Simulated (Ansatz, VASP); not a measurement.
CdSe in VASP and in Ansatz

INCAR

```
ALGO = Normal
EDIFF = 1E-7
EDIFFG = -0.01
ENCUT = 500
GGA = RE
GGA_COMPAT = False
IBRION = 2
ISIF = 3
ISMEAR = 0
IVDW = 12
LASPH = True
LCHARG = False
LREAL = False
LWAVE = False
NELM = 120
NELMIN = 4
NSW = 50
PREC = Accurate
SIGMA = 0.01
```

KPOINTS

```
k-points
0
Gamma
  6 6 4
```

Contents of POSCAR:

```
CdSe
1.0
    4.3000000000      0.0000000000      0.0000000000
   -2.1500000000      3.7239090000      0.0000000000
    0.0000000000      0.0000000000      7.0200000000
Cd Se
2 2
Direct
    0.3333333333      0.6666666667      0.0000000000
    0.6666666667      0.3333333333      0.5000000000
    0.3333333333      0.6666666667      0.3850000000
    0.6666666667      0.3333333333      0.8850000000
```

Input for Ansatz:

```yaml
crystal:
  lattice:
    - [4.3, 0.0, 0.0]
    - [-2.15, 3.723909, 0.0]
    - [0.0, 0.0, 7.02]
  atoms:
    - { symbol: Cd, position: [0.3333333333333333, 0.6666666666666666, 0.0] }
    - { symbol: Cd, position: [0.6666666666666666, 0.3333333333333333, 0.5] }
    - { symbol: Se, position: [0.3333333333333333, 0.6666666666666666, 0.385] }
    - { symbol: Se, position: [0.6666666666666666, 0.3333333333333333, 0.885] }
basis:
  ecutwfc: 420.0
kpoints:
  mp_grid:
    grid: [6, 6, 4]
hamiltonian:
  xc: revpbe
  dispersion: d3bj
scf:
  occupations:
    method: fixed
relax:
  max_steps: 30
  cell: {}
```

Alike in both runs: task relaxation of cell and atoms; functional revPBE; dispersion D3(BJ); k mesh 6 × 6 × 4; no spin polarisation.

```csv
,VASP,Ansatz
version,VASP 6.6.1,Ansatz 0.2.0
potentials or method,"VASP PAW PBE potentials, release 64 (Cd, Se), cutoff 500 eV","plane waves, PAW"
occupations,"gaussian, width 0.01 eV",fixed
valence electrons in the cell,36,72
```

```csv
,VASP,Ansatz,Ansatz less VASP
relaxed volume (Å³/atom),28.43,28.25,-0.184
relaxed cell length with the largest relative difference (Å),7.056,7.040,-0.0156
```

VASP's potentials were made for PBE, not for revPBE. VASP's potentials hold 36 valence electrons a cell and Ansatz's 72, so a difference there can come from the potentials and not from the codes.
